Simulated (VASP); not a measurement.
**Pd: single point with LDA**

The system is Pd.

```
Pd
1.0
     2.53881    0.00000    0.00000
     0.00000    2.53881    0.00000
     0.00000    0.00000    2.53881
Pd
1
Direct
  0.00000 0.00000 0.00000
```

```json
{
  "Program": "VASP 6.6.1",
  "Task": "single point",
  "Functional": "LDA",
  "Potentials or basis": "VASP PAW LDA potentials, release 64 (Pd)",
  "Cutoff": "520 eV",
  "k mesh": "20 × 20 × 20",
  "Occupations": "fermi-dirac, width 0.05 eV",
  "Spin": "collinear spin, ferromagnetic start",
  "Starting moments": "[0.5] μB"
}
```

| Quantity | Value |
| --- | --- |
| Pressure | 0.1 GPa |
| Band gap on the k mesh | zero (filled and empty bands overlap) |
| Net moment | 0.00 μB per cell |
| Valence electrons inside the program's atomic spheres | Pd 9.49 |

Levels at points of the mesh, in eV from the Fermi level:
Spin up:
```
           k point  band 2  band 3  band 4  band 5  band 6  band 7  band 8  band 9
(0.00, 0.00, 0.00)   -5.12   -5.12    0.06    0.06    0.06   16.93   16.93   16.93
(0.50, 0.00, 0.00)   -4.39   -1.73   -1.73    0.11    0.23    5.27   18.43   21.69
(0.50, 0.50, 0.00)   -3.84   -1.39   -1.39    1.32    5.56    5.56   12.44   12.93
(0.50, 0.50, 0.50)   -4.39   -4.39    1.43    1.43   10.99   11.61   11.61   11.61
```
Spin down:
```csv
k point,band 1,band 2,band 3,band 4,band 5,band 6,band 7,band 8,band 9,band 10
"(0.00, 0.00, 0.00)",-6.60,-5.12,-5.12,0.06,0.06,0.06,16.93,16.93,16.93,23.86
"(0.50, 0.00, 0.00)",-4.58,-4.39,-1.73,-1.73,0.11,0.23,5.27,18.43,21.69,23.24
"(0.50, 0.50, 0.00)",-5.36,-3.84,-1.39,-1.39,1.32,5.56,5.56,12.44,12.93,23.88
"(0.50, 0.50, 0.50)",-4.39,-4.39,-4.39,1.43,1.43,10.99,11.61,11.61,11.61,18.61
```

It took 2.1 min on 1 thread of AMD EPYC 7R43 64-Core Processor (Zen 3), with other jobs on the host, peak memory 0.16 GiB.
